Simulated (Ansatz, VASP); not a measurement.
## Li2O: VASP beside Ansatz

Contents of INCAR:

```
SYSTEM = Li2O
  PREC = Accurate
  ENCUT = 750
  EDIFF = 1E-6
  ISMEAR = 0
  SIGMA = 0.02
  LREAL = .False.
  LASPH = .True.
  NELM = 120
  ALGO = Normal
  ISIF = 2
  LWAVE = .False.
  LCHARG = .True.
  GGA = PE
  LELF = .True.
  LVHAR = .True.
  NBANDS = 13
  GGA_COMPAT = .False.
```

File KPOINTS:

```
Automatic mesh
0
Gamma
  7 7 7
  0 0 0
```

POSCAR

```
Li2O
1.0
    0.0000000000      2.3050000000      2.2819500000
    2.3050000000      0.0000000000      2.2819500000
    2.3050000000      2.3050000000      0.0000000000
Li O
2 1
Direct
    0.2500000000      0.2500000000      0.2500000000
    0.7500000000      0.7500000000      0.7500000000
    0.0000000000      0.0000000000      0.0000000000
```

Input for Ansatz:

```yaml
crystal:
  lattice:
    - [0.0, 2.305, 2.28195]
    - [2.305, 0.0, 2.28195]
    - [2.305, 2.305, 0.0]
  atoms:
    - { symbol: Li, position: [0.25, 0.25, 0.25] }
    - { symbol: Li, position: [0.75, 0.75, 0.75] }
    - { symbol: O, position: [0.0, 0.0, 0.0] }
basis:
  ecutwfc: 462.593566181796
kpoints:
  mp_grid:
    grid: [7, 7, 7]
hamiltonian:
  xc: pbe
  pseudopotentials:
    kind: paw
scf:
  occupations:
    method: gaussian
    width: 0.02
output:
  stress: true
```

Alike in both runs: task single point; functional PBE; k mesh 7 × 7 × 7; occupations gaussian, width 0.02 eV; no spin polarisation.

|  | VASP | Ansatz |
| --- | --- | --- |
| version | VASP 6.6.1 | Ansatz 0.2.0 |
| potentials or method | VASP PAW PBE potentials, release 64 (Li_sv, O), cutoff 750 eV | plane waves, PAW |
| valence electrons in the cell | 12 | 12 |

Ansatz gave:

```
pressure (GPa)                                                : 1.7
traceless stress, the component that is largest in VASP (GPa) : 1.25
```

Q: Which values does VASP return?

A: Pressure (GPa): 1.4; traceless stress, the component that is largest in VASP (GPa): 1.25.
